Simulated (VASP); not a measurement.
Write the native input for VASP 6.6.1 that does the following.

```yaml
Task: relaxation of cell and atoms
Functional: PBE
Potentials_or_basis: VASP PAW PBE potentials, release 64 (Pr_3, Be, Si), 4f in core
Cutoff: 600 eV
k_mesh: 6 × 6 × 6
Occupations: gaussian, width 0.2 eV
Spin: no spin polarisation
Dipole_correction: no
Further_INCAR_settings: ALGO = Normal; EDIFF = 1e-07; IBRION = 2; EDIFFG = -0.08; NSW = 36; ISIF = 3
```

The structure of PrBe3Si lies in POSCAR:

```
PrBe3Si
1.0
   -1.8393587800      1.9994011200      4.3637395000
    1.8393587800     -1.9994011200      4.3637395000
    1.8393587800      1.9994011200     -4.3637395000
Pr Be Si
1 3 1
Direct
    0.0000000000      0.5000000000      0.5000000000
    0.7906609800      0.7906609800      0.0000000000
    0.5000000000      0.0000000000      0.5000000000
    0.2093390200      0.2093390200      0.0000000000
    0.0000000000      0.0000000000      0.0000000000
```

The cell was generated, and may not be a known phase.

The input as run:

INCAR

```
PREC = Accurate ; ENCUT = 600
EDIFF = 1E-7 ; ISMEAR = 0
SIGMA = 0.2 ; LREAL = False
LASPH = True ; NELM = 200
ALGO = Normal ; ISIF = 3
LWAVE = False ; LCHARG = False
GGA = PE ; IBRION = 2
NSW = 36 ; EDIFFG = -0.08
GGA_COMPAT = False ; NELMIN = 4
LMAXMIX = 6
```

KPOINTS

```
Automatic mesh
0
Gamma
  6 6 6
```

Potentials or basis: VASP PAW PBE potentials, release 64 (Pr_3, Be, Si), 4f in core.

Command:

```sh
$ cat potpaw_PBE.64/Pr_3/POTCAR potpaw_PBE.64/Be/POTCAR potpaw_PBE.64/Si/POTCAR > POTCAR
$ mpirun -np 1 vasp_std > vasp.out
```

Results of the run:

- Relaxed volume: 20.72 Å³/atom
- Relaxed cell: a = 5.598 Å, b = 5.598 Å, c = 5.598 Å, α = 118.27°, β = 136.32°, γ = 78.65°
- Space group after relaxing (to 0.1 Å): Immm (No. 71)
- Energy gained by relaxing: 3378.2 meV/atom
- Ionic steps: 13
- Pressure after relaxing: 0.0 GPa
- Largest force after relaxing: 0.009 eV/Å
- Band gap on the k mesh: zero (an odd number of electrons rules out a gap without spin polarisation)

Caveat: the volume moved by over 15 % at a fixed basis, so the end points are rough; spin-orbit coupling is left out, which moves the levels of the heavy elements; the 4f electrons are frozen in the core, so they carry no moment and show no levels.

Run time: 12 min on 1 thread of Intel(R) Xeon(R) Platinum 8488C (Sapphire Rapids) (shared host), peak memory 0.32 GiB.
